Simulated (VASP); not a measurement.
Here is a VASP 6.6.1 calculation.

INCAR

```
PREC = Accurate ; ENCUT = 520
EDIFF = 1E-7 ; ISMEAR = -1
SIGMA = 0.08 ; LREAL = False
LASPH = True ; NELM = 100
ALGO = Normal ; ISIF = 2
LWAVE = False ; LCHARG = True
LDIPOL = True ; IDIPOL = 3
DIPOL = 0.5 0.5 0.500 ; GGA = PE
LELF = True ; LVHAR = True
LVACPOTAV = True ; NBANDS = 26
```

Contents of KPOINTS:

```
Automatic mesh
0
Gamma
  9 9 1
```

POSCAR

```
Nb
1.0
    4.6833292383      0.0000000000      0.0000000000
   -2.3416646191      4.0558820946      0.0000000000
    0.0000000000      0.0000000000     17.9120000000
Nb
3
Direct
    0.1666666665      0.3333333335      0.4466290433
    0.5000000005      0.9999999995      0.4999999998
    0.8333333335      0.6666666665      0.5533709567
```

Potentials or basis: VASP PAW PBE potentials, release 64 (Nb_sv).

The run is started by

```sh
$ cat potpaw_PBE.64/Nb_sv/POTCAR > POTCAR
$ mpirun -np 1 vasp_std > vasp.out
```

Problem. Estimate the largest force.

Solution. 2.171 eV/Å.

Forces on the atoms (eV/Å):
```
Nb   0.000  0.000  2.171
Nb   0.000  0.000  0.000
Nb   0.000  0.000 -2.171
```
